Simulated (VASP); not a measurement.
Al: relaxation of cell and atoms with PBEsol

Crystal: Al.

```
Al
1.0
     0.00000    2.02663    2.02663
     2.02663    0.00000    2.02663
     2.02663    2.02663    0.00000
Al
1
Direct
  0.00000 0.00000 0.00000
```

```
Program                : VASP 6.6.1
Task                   : relaxation of cell and atoms
Functional             : PBEsol
Potentials or basis    : VASP PAW PBE potentials, release 64 (Al)
Cutoff                 : 600 eV
k mesh                 : 18 × 18 × 18
Occupations            : gaussian, width 0.1 eV
Spin                   : no spin polarisation
Target pressure        : -3 GPa
Dipole correction      : no
Further INCAR settings : ALGO = Fast; EDIFF = 1e-06; IBRION = 2; EDIFFG = -0.008; NSW = 70; ISIF = 3
```

| Quantity | Value |
| --- | --- |
| Relaxed volume | 16.87 Å³/atom |
| Relaxed cell | a = 2.879 Å, b = 2.879 Å, c = 2.879 Å, α = 60.00°, β = 60.00°, γ = 60.00° |
| Space group after relaxing (to 0.05 Å) | Fm-3m (No. 225) |
| Energy change on relaxing (the enthalpy is what falls) | +3.7 meV/atom |
| Ionic steps | 2 |
| Pressure after relaxing | -3.0 GPa |

Step by step:
```tsv
step	energy change (eV)	largest force (eV/Å)	pressure (GPa)	volume (Å³)
1	0.0000	0.0000	-2.10	16.65
2	0.0037	0.0000	-3.05	16.87
```

Final structure:
```yaml
crystal:
  lattice:
    - [0.00000, 2.03580, 2.03580]
    - [2.03580, 0.00000, 2.03580]
    - [2.03580, 2.03580, 0.00000]
  atoms:
    - { symbol: Al, position: [0.00000, 0.00000, 0.00000] }
```

Levels at points of the mesh, in eV from the Fermi level:
| k point | band 1 | band 2 | band 3 | band 4 | band 5 |
| --- | --- | --- | --- | --- | --- |
| (0.00, 0.00, 0.00) | -10.96 | 12.48 | 12.48 | 12.48 | 13.81 |
| (0.50, 0.00, 0.00) | -4.49 | -4.33 | 11.17 | 11.17 | 11.34 |
| (0.50, 0.50, 0.00) | -2.85 | -1.59 | 5.26 | 5.50 | 5.50 |

Wall time 23 s on 1 thread of Intel Xeon 8259CL (shared host), peak memory 0.15 GiB.

Caveat: the cell is relaxed towards a set pressure, so the enthalpy falls and the energy may rise; the PAW data sets were made with another functional, which shifts forces and pressure a little.
